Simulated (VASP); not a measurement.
PdCl4:

```
Pd Cl
1.0
     3.96405   -4.16252    0.00000
     3.96405    4.16252    0.00000
     0.00000    0.00000    3.55959
Pd Cl
1 4
Direct
  0.00000 0.00000 0.00000
  0.81060 0.18940 0.50000
  0.18940 0.81060 0.50000
  0.28520 0.28520 0.00000
  0.71480 0.71480 0.00000
```

The cell was generated, and may not be a known phase.

- Program: VASP 6.6.1
- Task: relaxation of cell and atoms
- Functional: PBE
- Potentials or basis: VASP PAW PBE potentials, release 64 (Pd, Cl)
- Cutoff: 600 eV
- k mesh: 2 × 2 × 3
- Occupations: gaussian, width 0.15 eV
- Spin: no spin polarisation

At the start: pressure 2.5 GPa; volume 23.49 Å³/atom.

Question: How do energy, volume and symmetry change on relaxing?

Answer: Over 12 steps the energy falls by 15.4 meV/atom and the volume is 26.05 Å³/atom (+10.9 %); space group Cmmm (No. 65, to 0.1 Å) before and after.

Step by step:
| step | energy change (eV) | largest force (eV/Å) | pressure (GPa) | volume (Å³) |
| --- | --- | --- | --- | --- |
| 1 | 0.0000 | 0.6839 | 2.54 | 117.47 |
| 2 | -0.0220 | 0.5480 | -1.52 | 123.90 |
| 3 | -0.0527 | 0.1368 | 0.09 | 120.96 |
| 4 | -0.0527 | 0.1332 | 0.13 | 120.89 |
| 5 | -0.0553 | 0.0971 | 0.19 | 121.24 |
| 6 | -0.0605 | 0.0826 | 0.38 | 122.27 |
| 7 | -0.0595 | 0.2511 | 0.82 | 124.35 |
| 8 | -0.0620 | 0.1178 | 0.56 | 123.19 |
| 9 | -0.0631 | 0.1124 | 0.53 | 123.51 |
| 10 | -0.0664 | 0.0977 | 0.42 | 124.45 |
| 11 | -0.0715 | 0.0687 | 0.23 | 126.36 |
| 12 | -0.0770 | 0.0499 | -0.10 | 130.23 |

Final structure:
```
CELL_PARAMETERS angstrom
4.15517 -4.37104 0.00000
4.15517 4.37104 0.00000
0.00000 0.00000 3.58517
ATOMIC_POSITIONS crystal
Pd 0.00000 0.00000 0.00000
Cl 0.82014 0.17986 0.50000
Cl 0.17986 0.82014 0.50000
Cl 0.27976 0.27976 0.00000
Cl 0.72024 0.72024 0.00000
```

Caveat: the k points lie up to 0.58 Å⁻¹ apart in the final cell; the relaxation stopped at a loose force limit of 0.08 eV/Å, so its end isn't a converged minimum.
